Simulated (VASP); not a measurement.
Wanted: the native input for a VASP 6.6.1 run.

- Task: single point
- Functional: PBE
- Potentials or basis: VASP PAW PBE potentials, release 64 (Ni, Al)
- Cutoff: 520 eV
- k mesh: 15 × 15 × 15
- Occupations: fermi-dirac, width 0.1 eV
- Spin: no spin polarisation
- Dipole correction: no
- Further INCAR settings: ALGO = Normal; EDIFF = 1e-06; NBANDS = 14

The structure of AlNi (rocksalt type) lies in POSCAR:

```
AlNi
1.0
    0.0000000000      2.4294338971      2.4294338971
    2.4294338971      0.0000000000      2.4294338971
    2.4294338971      2.4294338971      0.0000000000
Ni Al
1 1
Direct
    0.0000000000      0.0000000000      0.0000000000
    0.5000000000      0.5000000000      0.5000000000
```

These files were run (other wordings do the same):

INCAR

```
SYSTEM = AlNi
PREC = Accurate
ENCUT = 520
EDIFF = 1E-6
ISMEAR = -1
SIGMA = 0.1
LREAL = .FALSE.
LASPH = .TRUE.
NELM = 60
ALGO = Normal
ISIF = 2
LWAVE = .FALSE.
LCHARG = .FALSE.
GGA = PE
NBANDS = 14
```

KPOINTS

```
Automatic mesh
0
G
  15 15 15
  0 0 0
```

Potentials or basis: VASP PAW PBE potentials, release 64 (Ni, Al).

Launch:

```sh
$ cat potpaw_PBE.64/Ni/POTCAR potpaw_PBE.64/Al/POTCAR > POTCAR
$ mpirun -np 1 vasp_std > vasp.out
```

It gave:

```
Pressure : 0.0 GPa
```

It took 20 s on 1 thread of Intel(R) Xeon(R) 6975P-C (Granite Rapids), with other jobs on the host, peak memory 0.19 GiB.
